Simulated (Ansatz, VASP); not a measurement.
## TaN: VASP beside Ansatz

```
CELL_PARAMETERS angstrom
0.00000 2.19213 2.19213
2.19213 0.00000 2.19213
2.19213 2.19213 0.00000
ATOMIC_POSITIONS crystal
Ta 0.00000 0.00000 0.00000
N 0.50000 0.50000 0.50000
```

Alike in both runs: functional PBE; dispersion D3(BJ); k mesh 16 × 16 × 16; occupations gaussian, width 0.1 eV; no spin polarisation.

Ansatz relaxed the structure, and its values are those at the end. VASP's run is a single point on that final structure, the one shown.

|  | VASP | Ansatz |
| --- | --- | --- |
| version | VASP 6.6.1 | Ansatz 0.2.0 |
| potentials or method | VASP PAW PBE potentials, release 64 (Ta_pv, N), cutoff 600 eV | scalar-relativistic, plane waves, PAW |
| valence electrons in the cell | 16 | 18 |

|  | VASP | Ansatz | Ansatz less VASP |
| --- | --- | --- | --- |
| gap on the k mesh at the Fermi level (eV) | none | none | - |
| pressure (GPa) | 1.0 | 0.0 | -1.00 |

A gap of «none» marks a metal or a gap that the smearing closes. VASP's potentials hold 16 valence electrons a cell and Ansatz's 18, so a difference there can come from the potentials and not from the codes.

Neither program's run includes spin-orbit coupling.
